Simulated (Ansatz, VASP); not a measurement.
# GaN in VASP and in Ansatz

```
Ga N
1.0
    -3.15158    0.00000    0.00000
     0.00000    0.00000   -5.13825
     0.00000   -5.45869    0.00000
Ga N
4 4
Direct
  0.50000 0.00839 0.17710
  0.00000 0.00013 0.65623
  0.00000 0.50013 0.34377
  0.50000 0.50839 0.82290
  0.50000 0.60467 0.16816
  0.00000 0.60850 0.66514
  0.00000 0.10850 0.33486
  0.50000 0.10467 0.83184
```

Change from the starting cell: mode 11 frozen in at -0.061 Å and mode 13 at +0.091 Å (largest displacements).

Alike in both runs: task single point; functional LDA; k mesh 8 × 6 × 6; occupations gaussian, width 0.05 eV; no spin polarisation.

|  | VASP | Ansatz |
| --- | --- | --- |
| version | VASP 6.6.1 | Ansatz 0.2.0 |
| potentials or method | VASP PAW LDA potentials, release 64 (Ga_d, N), cutoff 520 eV | scalar-relativistic, plane waves, PAW |
| valence electrons in the cell | 72 | 72 |

```tsv
	VASP	Ansatz	Ansatz less VASP
gap on the k mesh at the Fermi level (eV)	2.00	2.00	-0.009
least direct gap on the mesh (eV)	2.00	2.00	-0.009
pressure (GPa)	3.2	1.9	-1.25
traceless stress, the component that is largest in VASP (GPa)	-7.29	-6.92	+0.370
rms of the force components (eV/Å)	0.942	0.925	-0.0163
```

Ansatz warns that its potentials were made for another functional, while VASP's fit it. LDA's correlation is that of Perdew and Zunger in VASP and of Perdew and Wang (1992) in Ansatz. Atom by atom the forces differ by 0.017 eV/Å (rms over components).
